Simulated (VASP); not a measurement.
Crystal: Nb.

```
CELL_PARAMETERS angstrom
4.58757 0.00000 0.00000
-2.29378 3.97295 0.00000
0.00000 0.00000 4.68620
ATOMIC_POSITIONS crystal
Nb 0.00000 0.00000 0.25000
Nb 0.00000 0.00000 0.75000
Nb 0.33333 0.66667 0.75000
Nb 0.66667 0.33333 0.25000
```

This isn't the form of Nb at room conditions, which is bcc.

| Property | Result |
| --- | --- |
| Program | VASP 6.6.1 |
| Task | relaxation of cell and atoms |
| Functional | PBE |
| Potentials or basis | VASP PAW PBE potentials, release 64 (Nb_sv) |
| Cutoff | 600 eV |
| k mesh | 6 × 6 × 4 |
| Occupations | gaussian, width 0.1 eV |
| Spin | no spin polarisation |

At the start: pressure 2.0 GPa; volume 21.35 Å³/atom.

How do energy, volume and symmetry change on relaxing?

Over 5 steps the energy falls by 9.5 meV/atom and the volume is 21.62 Å³/atom (+1.3 %); space group P6_3/mmc (No. 194, to 0.1 Å) before and after.

The path:
```csv
step,energy change (eV),largest force (eV/Å),pressure (GPa),volume (Å³)
1,0.0000,0.0000,2.04,85.41
2,-0.0159,0.0000,-2.78,88.77
3,-0.0341,0.0000,-0.87,87.28
4,-0.0375,0.0000,0.37,86.23
5,-0.0380,0.0000,0.04,86.50
```

Final structure:
```cif
data_structure
_symmetry_space_group_name_H-M 'P 1'
_symmetry_Int_Tables_number 1
_cell_length_a 4.5614
_cell_length_b 4.5614
_cell_length_c 4.8003
_cell_angle_alpha 90.000
_cell_angle_beta 90.000
_cell_angle_gamma 120.000
_cell_volume 86.50
loop_
_atom_site_label
_atom_site_type_symbol
_atom_site_fract_x
_atom_site_fract_y
_atom_site_fract_z
_atom_site_occupancy
Nb1 Nb 0.00000 0.00000 0.25000 1
Nb2 Nb 0.00000 0.00000 0.75000 1
Nb3 Nb 0.33333 0.66667 0.75000 1
Nb4 Nb 0.66667 0.33333 0.25000 1
```
